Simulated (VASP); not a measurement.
# Ti in VASP: further runs

Ti is run at these levels: PBEsol; tasks: single point.

All numbers are computed with VASP 6.6.1; they aren't measurements. Logs are shortened: lines on timing, memory, paths and dates and some standing lists are left out, and cuts for length are marked.

## (1) The cell of the first run

The cell holds a slab with vacuum, 3 atoms: a = 2.780 Å, b = 2.780 Å, c = 18.539 Å, α = 90.00°, β = 90.00°, γ = 109.47°.

## (2) Single point, PBEsol

The input, INCAR:

```
PREC = Accurate
ENCUT = 520
EDIFF = 1E-6
ISMEAR = 0
SIGMA = 0.1
LREAL = F
LASPH = T
NELM = 80
ALGO = Fast
ISIF = 2
LWAVE = F
LCHARG = F
LDIPOL = T
IDIPOL = 3
DIPOL = 0.5 0.5 0.493
GGA = PS
NBANDS = 25
```

The input, KPOINTS:

```
Automatic mesh
0
Gamma
  11 11 1
```

The input, POSCAR:

```
Ti
1.0
    2.7797925781      0.0000000000      0.0000000000
   -0.9265975260      2.6208135764      0.0000000000
    0.0000000000      0.0000000000     18.5393822715
Ti
3
Direct
    0.5000000000      0.5000000000      0.3775746083
    0.0000000000      0.0000000000      0.4931910043
    0.5000000000      0.5000000000      0.6082004952
```

Potentials or basis: VASP PAW PBE potentials, release 64 (Ti_sv).

The run is started by

```
$ cat potpaw_PBE.64/Ti_sv/POTCAR > POTCAR
$ mpirun -np 1 vasp_std > vasp.out
```

OUTCAR:

```text
PREC = Accurate
   ENCUT = 520
   EDIFF = 1E-6
   ISMEAR = 0
   LREAL = F
   LASPH = T
   NELM = 80
   ISIF = 2
   GGA = PS

 ion  position               nearest neighbor table
   1  0.500  0.500  0.378-   2 2.68   2 2.68
   2  0.000  0.000  0.493-   3 2.67   3 2.67   1 2.68   1 2.68
   3  0.500  0.500  0.608-   2 2.67   2 2.67

  LATTYP: Found a base centered orthorhombic cell.
 ALAT       =     3.2098279866
 B/A-ratio  =     1.4142135623
 C/A-ratio  =     5.7758180030

  Lattice vectors:

 A1 = (   2.7797925781,   0.0000000000,   0.0000000000)
 A2 = (  -0.9265975260,   2.6208135764,   0.0000000000)
 A3 = (   0.0000000000,   0.0000000000,  18.5393822715)

Analysis of symmetry for initial positions (statically):
=====================================================================
 Subroutine PRICEL returns:
 Original cell was already a primitive cell.

 Routine SETGRP: Setting up the symmetry group for a
 base centered orthorhombic supercell.

 Subroutine GETGRP returns: Found  4 space group operations
 (whereof  4 operations were pure point group operations)
 out of a pool of  8 trial point group operations.

The static configuration has the point symmetry C_2v.

Analysis of symmetry for dynamics (positions and initial velocities):
=====================================================================
 Subroutine PRICEL returns:
 Original cell was already a primitive cell.

 Routine SETGRP: Setting up the symmetry group for a
 base centered orthorhombic supercell.

 Subroutine GETGRP returns: Found  4 space group operations
 (whereof  4 operations were pure point group operations)
 out of a pool of  8 trial point group operations.

The dynamic configuration has the point symmetry C_2v.

 Subroutine INISYM returns: Found  4 space group operations
 (whereof  4 operations are pure point group operations),
 and found     1 'primitive' translations

----------------------------------------------------------------------------------------

                                     Primitive cell

  volume of cell :     135.0653

  direct lattice vectors                    reciprocal lattice vectors
     2.779792578  0.000000000  0.000000000     0.359739071  0.127186968  0.000000000
    -0.926597526  2.620813576  0.000000000     0.000000000  0.381560905  0.000000000
     0.000000000  0.000000000 18.539382271     0.000000000  0.000000000  0.053939230

  length of vectors
     2.779792578  2.779792578 18.539382271     0.381560905  0.381560905  0.053939230

  position of ions in fractional coordinates (direct lattice)
     0.500000000  0.500000000  0.377574608
     0.000000000  0.000000000  0.493191004
     0.500000000  0.500000000  0.608200495

  ion indices of the primitive-cell ions
   primitive index   ion index
                 1           1
                 2           2
                 3           3

----------------------------------------------------------------------------------------

 KPOINTS: Automatic mesh

Automatic generation of k-mesh.
 Grid dimensions read from file:
 generate k-points for:   11   11    1

 Generating k-lattice:

  Cartesian coordinates                     Fractional coordinates (reciprocal lattice)
     0.032703552  0.011562452  0.000000000     0.090909091 -0.000000000  0.000000000
     0.000000000  0.034687355  0.000000000     0.000000000  0.090909091  0.000000000
     0.000000000  0.000000000  0.053939230     0.000000000  0.000000000  1.000000000

  Length of vectors
     0.034687355  0.034687355  0.053939230

  Shift w.r.t. Gamma in fractional coordinates (k-lattice)
     0.000000000  0.000000000  0.000000000

 Subroutine IBZKPT returns following result:
 ===========================================

 Found     36 irreducible k-points:

 Following reciprocal coordinates:
            Coordinates               Weight
  0.000000  0.000000  0.000000      1.000000
  0.090909 -0.000000  0.000000      4.000000
  0.181818 -0.000000  0.000000      4.000000
  0.272727 -0.000000  0.000000      4.000000
  0.363636 -0.000000  0.000000      4.000000
  0.454545 -0.000000  0.000000      4.000000
[... 16 lines left out ...]
 -0.272727  0.181818  0.000000      4.000000
 -0.181818  0.181818  0.000000      2.000000
 [... further k-points ...]
   k-points           NKPTS =     36   k-points in BZ     NKDIM =     36   number of bands    NBANDS=     25
   number of dos      NEDOS =    301   number of ions     NIONS =      3
   total plane-waves  NPLWV =  80640
   dimension x,y,z NGX =    24 NGY =   24 NGZ =  140
   dimension x,y,z NGXF=    48 NGYF=   48 NGZF=  280
   ions per type =               3
   NGX,Y,Z   is equivalent  to a cutoff of  14.35, 14.35, 12.55 a.u.
   NGXF,Y,Z  is equivalent  to a cutoff of  28.71, 28.71, 25.11 a.u.
 SYSTEM =  unknown system
   PREC   = accura    normal or accurate (medium, high low for compatibility)
   ISTART =      0    job   : 0-new  1-cont  2-samecut
   ICHARG =      2    charge: 1-file 2-atom 10-const
   ISPIN  =      1    spin polarized calculation?
   LNONCOLLINEAR =      F non collinear calculations
   LSORBIT =      F    spin-orbit coupling
   LASPH  =      T    aspherical Exc in radial PAW
   ENCUT  =  520.0 eV  38.22 Ry    6.18 a.u.   5.17  5.17 34.47*2*pi/ulx,y,z
   NELM   =     80;   NELMIN=  2; NELMDL= -5     # of ELM steps
   EDIFF  = 0.1E-05   stopping-criterion for ELM
   LREAL  =      F    real-space projection
   EDIFFG = 0.1E-04   stopping-criterion for IOM
   NSW    =      0    number of steps for IOM
   IBRION =     -1    ionic relax: 0-MD 1-quasi-New 2-CG
   NFREE  =      0    steps in history (QN), initial steepest desc. (CG)
   ISIF   =      2    stress and relaxation
   ISYM   =      2    0-nonsym 1-usesym 2-fastsym
   POTIM  = 0.5000    time-step for ionic-motion
   TEBEG  =    0.0;   TEEND  =   0.0 temperature during run
   PSTRESS=    0.0 pullay stress
   NELECT =      36.0000    total number of electrons
   NUPDOWN=      -1.0000    fix difference up-down
   EMIN   =  10.00;   EMAX   =-10.00  energy-range for DOS
   EFERMI =   0.00;   METHOD = LEGACY
   ISMEAR =     0;   SIGMA  =   0.10  broadening in eV -4-tet -1-fermi 0-gaus
   EFERMI_NEDOS =   21; number of points for ismear=-14 and -15
   IALGO  =     68    algorithm
   IMIX   =      4    mixing-type and parameters
     AMIX     =   0.40;   BMIX     =  1.00
     AMIX_MAG =   1.60;   BMIX_MAG =  1.00
  volume/ion in A,a.u.               =      45.02       303.82
  Fermi-wavevector in a.u.,A,eV,Ry     =   1.053564  1.990948 15.102438  1.109998
  Thomas-Fermi vector in A             =   2.188691
   LORBIT       =      0    0 simple, 1 ext, 2 COOP (PROOUT), +10 PAW based schemes
   GGA     = PS    functional components
   LHFCALC =     F    Hartree Fock is set to
   AEXX    =    0.0000 exact exchange contribution
   IVDW    =     0    specifies the selected vdW correction
   LEPSILON=     F    determine dielectric tensor
   LRPA    =     F    only Hartree local field effects (RPA)
 non-spin polarized calculation
 RMM-DIIS sequential band-by-band and
 Gauss-broadening in eV      SIGMA  =   0.10
  energy-cutoff  :      520.00
  volume of cell :      135.07
 maximum number of plane-waves:      3672
 NGX is ok and might be reduce to    24
   NGX = 11   NGY = 11   NGZ = 69

 dipolmoment           0.000000      0.000000     -0.011519 electrons x Angstroem

 number of electron      36.0000001 magnetization

 dipolmoment           0.000000      0.000000      0.000198 electrons x Angstroem

 Free energy of the ion-electron system (eV)
  ---------------------------------------------------
  ext. energy  EPLUGINS =         0.00000000
  ---------------------------------------------------
  free energy    TOTEN  =       -22.97090451 eV

  energy without entropy =      -22.93372524  energy(sigma->0) =      -22.95231488

 E-fermi :   0.4571     XC(G=0):  -5.4018

 val. band max:        0.4535387001   @ k =   0.3636   0.1818   0.0000
 cond. band min:       0.4624595272   @ k =   0.2727  -0.0000   0.0000
 fundamental gap:      0.0089208272
 Fermi energy:         0.4571321855

 k-point     1 :       0.0000    0.0000    0.0000
  band No.  band energies     occupation
      1     -55.9041      2.00000
      2     -55.8867      2.00000
      3     -55.4179      2.00000
      4     -32.4984      2.00000
      5     -32.3128      2.00000
      6     -32.0047      2.00000
[... 17 lines left out ...]
     24       3.4100      0.00000
     25       3.6441      0.00000

 k-point     2 :       0.0909   -0.0000    0.0000
  band No.  band energies     occupation
      1     -55.8965      2.00000
      2     -55.8802      2.00000
      3     -55.4126      2.00000
      4     -32.4838      2.00000
      5     -32.3161      2.00000
      6     -32.0263      2.00000
[... 17 lines left out ...]
     24       2.8297      0.00000
     25       3.1023      0.00000

 k-point     3 :       0.1818   -0.0000    0.0000
  band No.  band energies     occupation
      1     -55.8762      2.00000
      2     -55.8626      2.00000
      3     -55.3985      2.00000
      4     -32.4455      2.00000
      5     -32.3291      2.00000
      6     -32.1197      2.00000
[... 17 lines left out ...]
     24       3.0032      0.00000
     25       3.5053      0.00000

 k-point     4 :       0.2727   -0.0000    0.0000
  band No.  band energies     occupation
      1     -55.8497      2.00000
      2     -55.8391      2.00000
      3     -55.3799      2.00000
      4     -32.4131      2.00000
      5     -32.3586      2.00000
      6     -32.2539      2.00000
[... 17 lines left out ...]
     24       2.9426      0.00000
     25       3.5897      0.00000
[... 477 lines left out ...]
 k-point    22 :      -0.3636    0.1818    0.0000
  band No.  band energies     occupation
      1     -55.8161      2.00000
      2     -55.8050      2.00000
      3     -55.3444      2.00000
      4     -32.4125      2.00000
      5     -32.3516      2.00000
      6     -32.3086      2.00000
[... 17 lines left out ...]
     24       2.9545      0.00000
     25       3.0027      0.00000

 k-point    23 :      -0.2727    0.1818    0.0000
  band No.  band energies     occupation
      1     -55.8396      2.00000
      2     -55.8260      2.00000
      3     -55.3616      2.00000
      4     -32.4079      2.00000
      5     -32.2842      2.00000
      6     -32.2075      2.00000
[... 17 lines left out ...]
     24       2.3421      0.00000
     25       2.7810      0.00000

 k-point    24 :      -0.1818    0.1818    0.0000
  band No.  band energies     occupation
      1     -55.8617      2.00000
      2     -55.8465      2.00000
      3     -55.3800      2.00000
      4     -32.4393      2.00000
      5     -32.2843      2.00000
      6     -32.0892      2.00000
[... 17 lines left out ...]
     24       2.1061      0.00000
     25       2.4158      0.00000

 [... further k-points ...]

------------------------ aborting loop because EDIFF is reached ----------------------------------------

 vacuum level on the upper side and lower side of the slab       (xc-potential included)        -0.201        -0.210

  FORCE on cell =-STRESS in cart. coord.  units (eV):
  Direction    XX          YY          ZZ          XY          YZ          ZX
  --------------------------------------------------------------------------------------
  -------------------------------------------------------------------------------------
  Total       -1.3284772     -0.9188429     -0.1518856      0.5793104      0.0000000      0.0000000
  in kB      -15.7587189    -10.8995369     -1.8017044      6.8719211      0.0000000      0.0000000
  external PRESSURE =      -9.4866534 kB  Pullay stress =       0.0000000 kB

 VOLUME and BASIS-vectors are now :
 -----------------------------------------------------------------------------
  energy-cutoff  :      520.00
  volume of cell :      135.07
      direct lattice vectors                 reciprocal lattice vectors
     2.779792578  0.000000000  0.000000000     0.359739071  0.127186968  0.000000000
    -0.926597526  2.620813576  0.000000000     0.000000000  0.381560905  0.000000000
     0.000000000  0.000000000 18.539382271     0.000000000  0.000000000  0.053939230

 POSITION                                       TOTAL-FORCE (eV/Angst)
 -----------------------------------------------------------------------------------
      0.92660      1.31041      7.00000        -0.000000      0.000000      0.033874
      0.00000      0.00000      9.14346         0.000000      0.000000     -0.027520
      0.92660      1.31041     11.27566         0.000000      0.000000     -0.006353
 -----------------------------------------------------------------------------------
    total drift:                                0.000000      0.000000     -0.000342

  FREE ENERGIE OF THE ION-ELECTRON SYSTEM (eV)
  ---------------------------------------------------
  free  energy   TOTEN  =       -22.9709045109 eV

  energy  without entropy=      -22.9337252424  energy(sigma->0) =      -22.95231488

 vacuum level on the upper side and lower side of the slab         4.767         4.755
```

Run time: 5.6 min. Hardware: 1 thread of Intel Xeon 6975P-C (Granite Rapids), shared host; peak memory 0.32 GiB.

Results:

* Free energy: -22.9709 eV
* Largest force: 0.034 eV/Å
* Band gap on the k mesh: zero (band 18 reaches 0.93 eV, above the bottom of band 19 at 0.27 eV)

Forces on the atoms (eV/Å):
```
Ti   0.000  0.000  0.034
Ti   0.000  0.000 -0.028
Ti   0.000  0.000 -0.006
```

Levels at points of the mesh, in eV from the Fermi level:
| k point | band 15 | band 16 | band 17 | band 18 | band 19 | band 20 | band 21 | band 22 |
| --- | --- | --- | --- | --- | --- | --- | --- | --- |
| (0.00, 0.00, 0.00) | -2.83 | -0.45 | -0.10 | 0.02 | 0.05 | 0.95 | 1.15 | 1.18 |

Caveat: the PAW data sets were made with another functional, which shifts forces and pressure a little.

## (3) Single point, PBEsol

This run uses another cell than the first one, of 48.02 Å³/atom, 1.067 times its volume.

The input, INCAR:

```
SYSTEM = Ti
ALGO     = Fast           ! electronic algorithm
DIPOL    = 0.5 0.5 0.310
EDIFF    = 1E-7           ! SCF threshold, eV
ENCUT    = 520            ! plane-wave cutoff, eV
GGA      = PS             ! functional
IDIPOL   = 3            
ISIF     = 2              ! what is computed and relaxed
ISMEAR   = 0              ! smearing method
LASPH    = .True.         ! aspherical terms in the spheres
LCHARG   = .False.        ! write CHGCAR
LDIPOL   = .True.       
LREAL    = .False.        ! projectors in reciprocal space
LWAVE    = .False.        ! write WAVECAR
NBANDS   = 25             ! bands
NELM     = 100            ! most SCF steps
PREC     = Accurate       ! precision mode
SIGMA    = 0.1            ! smearing width, eV
```

The input, KPOINTS:

```
k-points
0
Gamma
  10 10 1
  0 0 0
```

The input, POSCAR:

```
Ti
1.0
    2.7797925781      0.0000000000      0.0000000000
   -0.9265975260      2.6208135764      0.0000000000
    0.0000000000      0.0000000000     19.7756614792
Ti
3
Direct
    0.5000000000      0.5000000000      0.2022688346
    0.0000000000      0.0000000000      0.3106574497
    0.5000000000      0.5000000000      0.4184771006
```

Potentials or basis: VASP PAW PBE potentials, release 64 (Ti_sv).

The run is started by

```
$ cat potpaw_PBE.64/Ti_sv/POTCAR > POTCAR
$ mpirun -np 1 vasp_std > vasp.out
```

Wall time 7.3 min (1 thread of Intel Xeon 6975P-C (Granite Rapids), shared host); peak memory 0.32 GiB.

It converged, with:

```
Free energy            : -22.9621 eV
Largest force          : 0.029 eV/Å
Band gap on the k mesh : zero (band 18 reaches 0.69 eV, above the bottom of band 19 at 0.01 eV)
```

Forces in eV/Å, atoms in the order of the input:
```
Ti   0.000  0.000  0.029
Ti   0.000  0.000 -0.024
Ti   0.000  0.000 -0.004
```

Levels at points of the mesh, in eV from the Fermi level:
```
           k point  band 14  band 15  band 16  band 17  band 18  band 19  band 20  band 21  band 22  band 23
(0.00, 0.00, 0.00)    -4.02    -2.83    -0.45    -0.10     0.01     0.05     0.95     1.15     1.18     1.43
(0.50, 0.00, 0.00)    -2.18    -1.61    -0.53    -0.35    -0.30     0.22     0.63     1.50     2.54     2.57
(0.50, 0.50, 0.00)    -2.10    -1.99    -1.69    -0.86    -0.21     1.29     1.31     2.02     2.39     2.75
```

Caveat: the PAW data sets were made with another functional, which shifts forces and pressure a little.
